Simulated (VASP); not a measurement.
Wanted: the native input for a VASP 6.6.1 run.

```yaml
Task: single point
Functional: r2SCAN
Potentials_or_basis: VASP PAW PBE potentials, release 64 (F)
Cutoff: 520 eV
k_mesh: 10 × 10 × 4
Occupations: gaussian, width 0.01 eV
Spin: no spin polarisation
Dipole_correction: no
Further_INCAR_settings: ALGO = Normal; EDIFF = 1e-06; NBANDS = 22
```

The system is F.

```
F
1.0
     2.60088   -1.47187   -0.00667
     2.60088    1.47187   -0.00667
    -2.07944    0.00000    6.77946
F
4
Direct
  0.50540 0.50540 0.40258
  0.08530 0.08530 0.09712
  0.49460 0.49460 0.59742
  0.91470 0.91470 0.90288
```

This cell differs from its parent crystal: uniaxial y strain -1.3%.

These files were run (other wordings do the same):

POSCAR

```
F
1.0
    2.6008784203     -1.4718721507     -0.0066657971
    2.6008784203      1.4718721507     -0.0066657971
   -2.0794375002      0.0000000000      6.7794622840
F
4
Direct
    0.5053995766      0.5053995766      0.4025797552
    0.0852977317      0.0852977317      0.0971240918
    0.4946004234      0.4946004234      0.5974202448
    0.9147022683      0.9147022683      0.9028759082
```

INCAR.step1

```
SYSTEM = F
ALGO = Normal
EDIFF = 1E-4
ENCUT = 520
GGA = PE
ISMEAR = 0
LASPH = .TRUE.
LCHARG = .FALSE.
LREAL = .FALSE.
LWAVE = .TRUE.
NBANDS = 22
NELM = 100
PREC = Accurate
SIGMA = 0.01
```

INCAR.step2

```
SYSTEM = F
ALGO = Normal
EDIFF = 1E-6
ENCUT = 520
ISIF = 2
ISMEAR = 0
ISTART = 1
LASPH = .TRUE.
LCHARG = .FALSE.
LMIXTAU = .TRUE.
LREAL = .FALSE.
LWAVE = .FALSE.
METAGGA = R2SCAN
NBANDS = 22
NELM = 100
PREC = Accurate
SIGMA = 0.01
```

KPOINTS

```
k-points
0
G
  10 10 4
  0 0 0
```

Potentials or basis: VASP PAW PBE potentials, release 64 (F).

The run is started by

```bash
$ cat potpaw_PBE.64/F/POTCAR > POTCAR
$ cp INCAR.step1 INCAR
$ mpirun -np 1 vasp_std > vasp.out
$ cp INCAR.step2 INCAR
$ mpirun -np 1 vasp_std > vasp.out
```

It gave:

The pressure is 1.8 GPa. The largest force is 0.554 eV/Å and the band gap on the k mesh is 3.41 eV (least direct gap 3.46 eV).

Caveat: the cell differs from its parent crystal (uniaxial y strain -1.3%); the PAW data sets were made with another functional, which shifts forces and pressure a little.

Wall time 2.5 min on 1 thread of Intel(R) Xeon(R) 6975P-C (Granite Rapids) (shared host), peak memory 0.22 GiB.
